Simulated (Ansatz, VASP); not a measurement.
**Zr: VASP beside Ansatz**

```
CELL_PARAMETERS angstrom
-1.82199 1.82199 1.82199
1.82199 -1.82199 1.82199
1.82199 1.82199 -1.82199
ATOMIC_POSITIONS crystal
Zr 0.00000 0.00000 0.00000
```

Change from the starting cell: volume scaled by 1.02, crystal datasets.

Alike in both runs: task electric field gradients; functional PBE; k mesh 14 × 14 × 14; occupations fermi-dirac, width 0.08 eV; no spin polarisation.

|  | VASP | Ansatz |
| --- | --- | --- |
| version | VASP 6.6.1 | Ansatz 0.2.0 |
| potentials or method | VASP PAW PBE potentials, release 64 (Zr_sv), cutoff 400 eV | all-electron PAW with datasets made for the crystal, scalar-relativistic |

```tsv
	VASP	Ansatz	Ansatz less VASP
pressure (GPa)	-4.7	-4.5	+0.16
```

Ansatz ran all-electron here, and VASP with PAW potentials.
